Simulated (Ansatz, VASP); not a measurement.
# One calculation of MgRe, two programs

```
Mg Re
1.0
     0.00000    2.98967    2.98967
     2.98967    0.00000    2.98967
     2.98967    2.98967    0.00000
Mg Re
1 1
Direct
  0.00000 0.00000 0.00000
  0.25000 0.25000 0.25000
```

Alike in both runs: functional PBE; k mesh 16 × 16 × 16; occupations gaussian, width 0.1 eV; no spin polarisation.

Ansatz relaxed the structure, and its values are those at the end. VASP's run is a single point on that final structure, the one shown.

```csv
,VASP,Ansatz
version,VASP 6.6.1,Ansatz 0.2.0
potentials or method,"VASP PAW PBE potentials, release 64 (Mg, Re), cutoff 520 eV","scalar-relativistic, plane waves, PAW"
valence electrons in the cell,9,25
```

|  | VASP | Ansatz | Ansatz less VASP |
| --- | --- | --- | --- |
| gap on the k mesh at the Fermi level (eV) | none | none | - |
| pressure (GPa) | 0.0 | 0.0 | +0.06 |

A gap of «none» marks a metal or a gap that the smearing closes. With one functional, cell and mesh, what is left measures potentials, basis and numerics. VASP's potentials hold 9 valence electrons a cell and Ansatz's 25, so a difference there can come from the potentials and not from the codes.

Spin-orbit coupling is off throughout.
